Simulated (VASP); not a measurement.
A run of VASP 6.6.1 is set up as follows.

File INCAR:

```
PREC = Accurate
ENCUT = 520
EDIFF = 1E-6
ISMEAR = 0
SIGMA = 0.05
LREAL = F
LASPH = T
NELM = 100
ALGO = Normal
ISIF = 2
LWAVE = F
LCHARG = T
GGA = PE
LELF = T
LVHAR = T
NBANDS = 14
```

Contents of KPOINTS:

```
regular mesh
0
Gamma
  14 14 14
```

File POSCAR:

```
CoO
1.0
    0.0000000000      2.0508950807      2.0508950807
    2.0508950807      0.0000000000      2.0508950807
    2.0508950807      2.0508950807      0.0000000000
Co O
1 1
Direct
    0.0000000000      0.0000000000      0.0000000000
    0.5000000000      0.5000000000      0.5000000000
```

Potentials or basis: VASP PAW PBE potentials, release 64 (Co, O).

Command:

```bash
$ cat potpaw_PBE.64/Co/POTCAR potpaw_PBE.64/O/POTCAR > POTCAR
$ mpirun -np 1 vasp_std > vasp.out
```

Question: Estimate the pressure.

Answer: 0.1 GPa.

Caveat: an odd number of electrons without spin polarisation forces a metal; a magnetic or distorted state may lie lower; the run has no spin polarisation, though such a crystal can be magnetic; semilocal functionals often make such compounds metallic where correlation or magnetic order opens a gap, which also shifts bond lengths. Spin polarisation is off, so any magnetic state and its effect on volume and gap are missing.
